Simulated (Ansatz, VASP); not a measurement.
## K5AgS3 in VASP and in Ansatz

```
K Ag S
1.0
     6.66529    0.00000    0.00000
    -3.33265    5.77231    0.00000
     0.00000    0.00000   10.08211
K Ag S
5 1 3
Direct
  0.00000 0.00000 0.00000
  0.33333 0.66667 0.27751
  0.33333 0.66667 0.72249
  0.66667 0.33333 0.72249
  0.66667 0.33333 0.27751
  0.00000 0.00000 0.50000
  0.50000 0.00000 0.50000
  0.00000 0.50000 0.50000
  0.50000 0.50000 0.50000
```

Alike in both runs: functional PBE; k mesh 3 × 3 × 4; occupations gaussian, width 0.1 eV; no spin polarisation.

Ansatz relaxed the structure, and its values are those at the end. VASP's run is a single point on that final structure, the one shown.

|  | VASP | Ansatz |
| --- | --- | --- |
| version | VASP 6.6.1 | Ansatz 0.2.0 |
| potentials or method | VASP PAW PBE potentials, release 64 (K_sv, Ag, S), cutoff 500 eV | scalar-relativistic, plane waves, PAW |
| valence electrons in the cell | 74 | 82 |

```csv
,VASP,Ansatz,Ansatz less VASP
gap on the k mesh at the Fermi level (eV),none,none,-
pressure (GPa),0.1,0.1,-0.03
rms of the force components (eV/Å),0.020,0.012,-0.0083
```

A gap of «none» marks a metal or a gap that the smearing closes. VASP's potentials hold 74 valence electrons a cell and Ansatz's 82, so a difference there can come from the potentials and not from the codes.

The k mesh is coarse, so the values compare programs but aren't converged.
